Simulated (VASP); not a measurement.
# Nb2C3 (P4/mmm) in VASP: notebook

The runs below take Nb2C3 through single point, with PBE.

Program: VASP 6.6.1. These are calculated values, not measurements. Logs are shortened: lines on timing, memory, paths and dates and some standing lists are left out, and cuts for length are marked.

## (1) The cell of the first run

Symmetry: P4/mmm, No. 123, tetragonal system. Conventional cell: a = 3.804 Å, b = 3.804 Å, c = 3.986 Å, α = 90.00°, β = 90.00°, γ = 90.00°. Within 2.8 Å of Nb (site symmetry 4/mmm) lie 10 C at 1.99 to 2.75 Å and 4 Nb at 2.69 Å. Nb (site symmetry 4/mmm) has 4 Nb at 2.69 Å and 16 C at 2.75 to 3.35 Å within 3.5 Å. Within 2.5 Å of C (site symmetry mmm) lie 2 C at 1.90 Å. C (site symmetry 4/mmm) has 4 C at 1.90 Å and 2 Nb at 1.99 Å within 2.5 Å.

The cell was generated, and may not be a known phase.

## (2) Single point, PBE

INCAR reads:

```
PREC     = Accurate       # precision mode
ENCUT    = 520            # plane-wave cutoff, eV
EDIFF    = 1E-6           # SCF threshold, eV
ISMEAR   = 0              # smearing method
SIGMA    = 0.1            # smearing width, eV
LREAL    = F              # projectors in reciprocal space
LASPH    = T              # aspherical terms in the spheres
NELM     = 60             # most SCF steps
ALGO     = Normal         # electronic algorithm
ISIF     = 2              # what is computed and relaxed
LWAVE    = F              # write WAVECAR
LCHARG   = T              # write CHGCAR
GGA      = PE             # functional
LELF     = T              # ELF
LVHAR    = T            
NBANDS   = 27             # bands
```

KPOINTS reads:

```
Automatic mesh
0
Gamma
  4 4 4
```

POSCAR reads:

```
Nb2C3
1.0
    3.8036036658      0.0000000000      0.0000000000
    0.0000000000      3.8036036658      0.0000000000
    0.0000000000      0.0000000000      3.9856795859
Nb C
2 3
Direct
    0.0000000000      0.0000000000      0.0000000000
    0.5000000000      0.5000000000      0.0000000000
    0.0000000000      0.5000000000      0.5000000000
    0.5000000000      0.0000000000      0.5000000000
    0.0000000000      0.0000000000      0.5000000000
```

Potentials or basis: VASP PAW PBE potentials, release 64 (Nb_sv, C).

Launch:

```
$ cat potpaw_PBE.64/Nb_sv/POTCAR potpaw_PBE.64/C/POTCAR > POTCAR
$ mpirun -np 1 vasp_std > vasp.out
```

OUTCAR:

```text
PREC = Accurate
   ENCUT = 520
   EDIFF = 1E-6
   ISMEAR = 0
   LREAL = F
   LASPH = T
   NELM = 60
   ISIF = 2
   GGA = PE

 ion  position               nearest neighbor table
   1  0.000  0.000  0.000-   5 1.99   5 1.99   2 2.69   2 2.69   2 2.69   2 2.69
   2  0.500  0.500  0.000-   1 2.69   1 2.69   1 2.69   1 2.69
   3  0.000  0.500  0.500-   5 1.90   5 1.90
   4  0.500  0.000  0.500-   5 1.90   5 1.90
   5  0.000  0.000  0.500-   3 1.90   4 1.90   3 1.90   4 1.90   1 1.99   1 1.99

  LATTYP: Found a simple tetragonal cell.
 ALAT       =     3.8036036658
 C/A-ratio  =     1.0478693198

  Lattice vectors:

 A1 = (   3.8036036658,   0.0000000000,   0.0000000000)
 A2 = (   0.0000000000,   3.8036036658,   0.0000000000)
 A3 = (   0.0000000000,   0.0000000000,   3.9856795859)

Analysis of symmetry for initial positions (statically):
=====================================================================
 Subroutine PRICEL returns:
 Original cell was already a primitive cell.

 Routine SETGRP: Setting up the symmetry group for a
 simple tetragonal supercell.

 Subroutine GETGRP returns: Found 16 space group operations
 (whereof 16 operations were pure point group operations)
 out of a pool of 16 trial point group operations.

The static configuration has the point symmetry D_4h.

Analysis of symmetry for dynamics (positions and initial velocities):
=====================================================================
 Subroutine PRICEL returns:
 Original cell was already a primitive cell.

 Routine SETGRP: Setting up the symmetry group for a
 simple tetragonal supercell.

 Subroutine GETGRP returns: Found 16 space group operations
 (whereof 16 operations were pure point group operations)
 out of a pool of 16 trial point group operations.

The dynamic configuration has the point symmetry D_4h.

 Subroutine INISYM returns: Found 16 space group operations
 (whereof 16 operations are pure point group operations),
 and found     1 'primitive' translations

----------------------------------------------------------------------------------------

                                     Primitive cell

  volume of cell :      57.6624

  direct lattice vectors                    reciprocal lattice vectors
     3.803603666  0.000000000  0.000000000     0.262908570  0.000000000  0.000000000
     0.000000000  3.803603666  0.000000000     0.000000000  0.262908570  0.000000000
     0.000000000  0.000000000  3.985679586     0.000000000  0.000000000  0.250898242

  length of vectors
     3.803603666  3.803603666  3.985679586     0.262908570  0.262908570  0.250898242

  position of ions in fractional coordinates (direct lattice)
     0.000000000  0.000000000  0.000000000
     0.500000000  0.500000000  0.000000000
     0.000000000  0.500000000  0.500000000
     0.500000000  0.000000000  0.500000000
     0.000000000  0.000000000  0.500000000

  ion indices of the primitive-cell ions
   primitive index   ion index
                 1           1
                 2           2
                 3           3
                 4           4
                 5           5

----------------------------------------------------------------------------------------

 KPOINTS: Automatic mesh

Automatic generation of k-mesh.
 Grid dimensions read from file:
 generate k-points for:    4    4    4

 Generating k-lattice:

  Cartesian coordinates                     Fractional coordinates (reciprocal lattice)
     0.065727142  0.000000000  0.000000000     0.250000000  0.000000000  0.000000000
     0.000000000  0.065727142  0.000000000     0.000000000  0.250000000  0.000000000
     0.000000000  0.000000000  0.062724560     0.000000000  0.000000000  0.250000000

  Length of vectors
     0.065727142  0.065727142  0.062724560

  Shift w.r.t. Gamma in fractional coordinates (k-lattice)
     0.000000000  0.000000000  0.000000000

 Subroutine IBZKPT returns following result:
 ===========================================

 Found     18 irreducible k-points:

 Following reciprocal coordinates:
            Coordinates               Weight
  0.000000  0.000000  0.000000      1.000000
  0.250000  0.000000  0.000000      4.000000
  0.500000  0.000000  0.000000      2.000000
  0.250000  0.250000  0.000000      4.000000
  0.500000  0.250000  0.000000      4.000000
  0.500000  0.500000  0.000000      1.000000
[... 10 lines left out ...]
  0.500000  0.250000  0.500000      4.000000
  0.500000  0.500000  0.500000      1.000000
   k-points           NKPTS =     18   k-points in BZ     NKDIM =     18   number of bands    NBANDS=     27
   number of dos      NEDOS =    301   number of ions     NIONS =      5
   total plane-waves  NPLWV =  23520
   dimension x,y,z NGX =    28 NGY =   28 NGZ =   30
   dimension x,y,z NGXF=    56 NGYF=   56 NGZF=   60
   ions per type =               2   3
   NGX,Y,Z   is equivalent  to a cutoff of  12.24, 12.24, 12.51 a.u.
   NGXF,Y,Z  is equivalent  to a cutoff of  24.48, 24.48, 25.03 a.u.
 SYSTEM =  unknown system
   PREC   = accura    normal or accurate (medium, high low for compatibility)
   ISTART =      0    job   : 0-new  1-cont  2-samecut
   ICHARG =      2    charge: 1-file 2-atom 10-const
   ISPIN  =      1    spin polarized calculation?
   LNONCOLLINEAR =      F non collinear calculations
   LSORBIT =      F    spin-orbit coupling
   LASPH  =      T    aspherical Exc in radial PAW
   ENCUT  =  520.0 eV  38.22 Ry    6.18 a.u.   7.07  7.07  7.41*2*pi/ulx,y,z
   NELM   =     60;   NELMIN=  2; NELMDL= -5     # of ELM steps
   EDIFF  = 0.1E-05   stopping-criterion for ELM
   LREAL  =      F    real-space projection
   EDIFFG = 0.1E-04   stopping-criterion for IOM
   NSW    =      0    number of steps for IOM
   IBRION =     -1    ionic relax: 0-MD 1-quasi-New 2-CG
   NFREE  =      0    steps in history (QN), initial steepest desc. (CG)
   ISIF   =      2    stress and relaxation
   ISYM   =      2    0-nonsym 1-usesym 2-fastsym
   POTIM  = 0.5000    time-step for ionic-motion
   TEBEG  =    0.0;   TEEND  =   0.0 temperature during run
   PSTRESS=    0.0 pullay stress
   NELECT =      38.0000    total number of electrons
   NUPDOWN=      -1.0000    fix difference up-down
   EMIN   =  10.00;   EMAX   =-10.00  energy-range for DOS
   EFERMI =   0.00;   METHOD = LEGACY
   ISMEAR =     0;   SIGMA  =   0.10  broadening in eV -4-tet -1-fermi 0-gaus
   EFERMI_NEDOS =   21; number of points for ismear=-14 and -15
   IALGO  =     38    algorithm
   IMIX   =      4    mixing-type and parameters
     AMIX     =   0.40;   BMIX     =  1.00
     AMIX_MAG =   1.60;   BMIX_MAG =  1.00
  volume/ion in A,a.u.               =      11.53        77.83
  Fermi-wavevector in a.u.,A,eV,Ry     =   1.424640  2.692179 27.614364  2.029598
  Thomas-Fermi vector in A             =   2.545109
   LORBIT       =      0    0 simple, 1 ext, 2 COOP (PROOUT), +10 PAW based schemes
   GGA     = PE    functional components
   LHFCALC =     F    Hartree Fock is set to
   AEXX    =    0.0000 exact exchange contribution
   IVDW    =     0    specifies the selected vdW correction
   LEPSILON=     F    determine dielectric tensor
   LRPA    =     F    only Hartree local field effects (RPA)
 non-spin polarized calculation
 Gauss-broadening in eV      SIGMA  =   0.10
  energy-cutoff  :      520.00
  volume of cell :       57.66
 maximum number of plane-waves:      1575
   NGX = 15   NGY = 15   NGZ = 15

 number of electron      37.9999998 magnetization

 Free energy of the ion-electron system (eV)
  ---------------------------------------------------
  ext. energy  EPLUGINS =         0.00000000
  ---------------------------------------------------
  free energy    TOTEN  =       -37.72766963 eV

  energy without entropy =      -37.71600908  energy(sigma->0) =      -37.72183936

 E-fermi :  10.3364     XC(G=0): -12.4402

 val. band max:       10.2969660163   @ k =   0.5000   0.0000   0.2500
 cond. band min:      10.3986149497   @ k =   0.5000   0.0000   0.0000
 fundamental gap:      0.1016489333
 Fermi energy:        10.3363623890

 k-point     1 :       0.0000    0.0000    0.0000
  band No.  band energies     occupation
      1     -45.2014      2.00000
      2     -44.6930      2.00000
      3     -21.7064      2.00000
      4     -21.7064      2.00000
      5     -21.4080      2.00000
      6     -21.0246      2.00000
[... 19 lines left out ...]
     26      13.5612      0.00000
     27      14.8487      0.00000

 k-point     2 :       0.2500    0.0000    0.0000
  band No.  band energies     occupation
      1     -45.1569      2.00000
      2     -44.7379      2.00000
      3     -21.5543      2.00000
      4     -21.5315      2.00000
      5     -21.3499      2.00000
      6     -21.0786      2.00000
[... 19 lines left out ...]
     26      14.1182      0.00000
     27      14.2458      0.00000

 k-point     3 :       0.5000    0.0000    0.0000
  band No.  band energies     occupation
      1     -45.0997      2.00000
      2     -44.7956      2.00000
      3     -21.2258      2.00000
      4     -21.2128      2.00000
      5     -21.2117      2.00000
      6     -21.1785      2.00000
[... 19 lines left out ...]
     26      13.4259      0.00000
     27      14.0902      0.00000

 k-point     4 :       0.2500    0.2500    0.0000
  band No.  band energies     occupation
      1     -45.1295      2.00000
      2     -44.7633      2.00000
      3     -21.8253      2.00000
      4     -21.3072      2.00000
      5     -21.2389      2.00000
      6     -21.1153      2.00000
[... 19 lines left out ...]
     26      13.4759      0.00000
     27      13.9825      0.00000
[... 336 lines left out ...]
      4     -21.3717      2.00000
      5     -21.2329      2.00000
      6     -21.1568      2.00000
[... 19 lines left out ...]
     26      13.6552      0.00000
     27      14.3361      0.00000

 k-point    17 :       0.5000    0.2500    0.5000
  band No.  band energies     occupation
      1     -45.0962      2.00000
      2     -44.7924      2.00000
      3     -21.6922      2.00000
      4     -21.6884      2.00000
      5     -21.2758      2.00000
      6     -21.2446      2.00000
[... 19 lines left out ...]
     26      12.8348      0.00000
     27      14.8687      0.00000

 k-point    18 :       0.5000    0.5000    0.5000
  band No.  band energies     occupation
      1     -45.0939      2.00000
      2     -44.7901      2.00000
      3     -21.9304      2.00000
      4     -21.9304      2.00000
      5     -21.2700      2.00000
      6     -21.2398      2.00000
[... 19 lines left out ...]
     26      12.7736      0.00000
     27      15.2014      0.00000

------------------------ aborting loop because EDIFF is reached ----------------------------------------

  FORCE on cell =-STRESS in cart. coord.  units (eV):
  Direction    XX          YY          ZZ          XY          YZ          ZX
  --------------------------------------------------------------------------------------
  -------------------------------------------------------------------------------------
  Total       -0.0786179     -0.0786179     -0.1917751      0.0000000      0.0000000     -0.0000000
  in kB       -2.1844350     -2.1844350     -5.3285597      0.0000000      0.0000000     -0.0000000
  external PRESSURE =      -3.2324766 kB  Pullay stress =       0.0000000 kB

 VOLUME and BASIS-vectors are now :
 -----------------------------------------------------------------------------
  energy-cutoff  :      520.00
  volume of cell :       57.66
      direct lattice vectors                 reciprocal lattice vectors
     3.803603666  0.000000000  0.000000000     0.262908570  0.000000000  0.000000000
     0.000000000  3.803603666  0.000000000     0.000000000  0.262908570  0.000000000
     0.000000000  0.000000000  3.985679586     0.000000000  0.000000000  0.250898242

 POSITION                                       TOTAL-FORCE (eV/Angst)
 -----------------------------------------------------------------------------------
      0.00000      0.00000      0.00000         0.000000      0.000000      0.000000
      1.90180      1.90180      0.00000         0.000000      0.000000      0.000000
      0.00000      1.90180      1.99284         0.000000      0.000000      0.000000
      1.90180      0.00000      1.99284         0.000000      0.000000      0.000000
      0.00000      0.00000      1.99284         0.000000      0.000000      0.000000
 -----------------------------------------------------------------------------------
    total drift:                                0.000000      0.000000      0.000000

  FREE ENERGIE OF THE ION-ELECTRON SYSTEM (eV)
  ---------------------------------------------------
  free  energy   TOTEN  =       -37.7276696341 eV

  energy  without entropy=      -37.7160090821  energy(sigma->0) =      -37.72183936
```

Run time: 53 s. Hardware: 1 thread of Intel Xeon 8259CL, shared host; peak memory 0.17 GiB.

What came out:

* Free energy: -37.7277 eV
* Pressure: -0.3 GPa
* Band gap on the k mesh: zero (bands 19 and 20 overlap by 1.34 eV)

Levels at points of the mesh, in eV from the Fermi level:
```
           k point  band 16  band 17  band 18  band 19  band 20  band 21  band 22  band 23
(0.00, 0.00, 0.00)    -2.96    -2.48    -1.52    -1.52    -0.63     0.36     0.36     2.16
(0.50, 0.00, 0.00)    -1.99    -0.28    -0.13    -0.10     0.06     0.19     0.31     0.64
(0.50, 0.50, 0.00)    -2.27    -0.62    -0.07     0.42     2.46     2.46     2.95     3.03
(0.00, 0.00, 0.50)    -4.08    -3.36    -1.21    -1.21     0.54     2.37     2.37     2.95
(0.50, 0.00, 0.50)    -2.95    -0.95    -0.19    -0.11     0.60     0.71     0.89     1.29
(0.50, 0.50, 0.50)    -2.65    -2.62     0.52     0.52     1.07     1.07     1.19     1.19
```

Caveat: the k points lie up to 0.41 Å⁻¹ apart, too coarse for converged energies and pressures of a metal.

## (3) Single point, PBE

This run uses another cell than the first one, of 13.53 Å³/atom.

INCAR reads:

```
SYSTEM = Nb2C3
PREC = Accurate
ENCUT = 520
EDIFF = 1E-6
ISMEAR = 0
SIGMA = 0.1
LREAL = .FALSE.
LASPH = .TRUE.
NELM = 80
ALGO = Normal
ISIF = 2
LWAVE = .FALSE.
LCHARG = .FALSE.
GGA = PE
NBANDS = 27
```

KPOINTS reads:

```
Automatic mesh
0
G
  4 4 4
  0 0 0
```

POSCAR, as its differences from that of step 2:

```diff
@@ -2,5 +2,5 @@
 1.0
-    3.8036036658      0.0000000000      0.0000000000
-    0.0000000000      3.8036036658      0.0000000000
-    0.0000000000      0.0000000000      3.9856795859
+    3.7848734900      0.0000000000      0.0000000000
+    0.0000000000      3.7848734900      0.0000000000
+    0.0000000000      0.0000000000      4.7222712400
 Nb C
```

Potentials or basis: VASP PAW PBE potentials, release 64 (Nb_sv, C).

Launch:

```
$ cat potpaw_PBE.64/Nb_sv/POTCAR potpaw_PBE.64/C/POTCAR > POTCAR
$ mpirun -np 1 vasp_std > vasp.out
```

Run time: 48 s. Hardware: 1 thread of Intel Xeon 8259CL, shared host; peak memory 0.18 GiB.

It converged, with:

```yaml
Free_energy: -35.9058 eV
Pressure: -18.7 GPa
Band_gap_on_the_k_mesh: zero (bands 19 and 20 overlap by 1.83 eV)
```

Stress tensor (GPa, compression positive):
```
 -7.99   0.00   0.00
  0.00  -7.99   0.00
  0.00   0.00 -40.02
```

Levels at points of the mesh, in eV from the Fermi level:
| k point | band 16 | band 17 | band 18 | band 19 | band 20 | band 21 | band 22 | band 23 |
| --- | --- | --- | --- | --- | --- | --- | --- | --- |
| (0.00, 0.00, 0.00) | -3.23 | -3.10 | -1.13 | -1.13 | 0.08 | 1.19 | 1.19 | 1.82 |
| (0.50, 0.00, 0.00) | -1.02 | -0.91 | -0.63 | 0.24 | 0.43 | 0.62 | 0.66 | 0.76 |
| (0.50, 0.50, 0.00) | -2.18 | -1.36 | 1.07 | 1.35 | 2.45 | 2.74 | 2.74 | 2.85 |
| (0.00, 0.00, 0.50) | -3.41 | -3.21 | -0.36 | -0.36 | 0.52 | 1.36 | 1.36 | 1.68 |
| (0.50, 0.00, 0.50) | -1.42 | -0.26 | -0.07 | 0.07 | 0.07 | 0.46 | 0.62 | 1.50 |
| (0.50, 0.50, 0.50) | -2.06 | -2.06 | -0.99 | -0.99 | 1.09 | 1.50 | 1.53 | 1.92 |

Caveat: the k points lie up to 0.42 Å⁻¹ apart, too coarse for converged energies and pressures of a metal.

The gap in the log of VASP goes by the Fermi energy; the results here count the filled bands.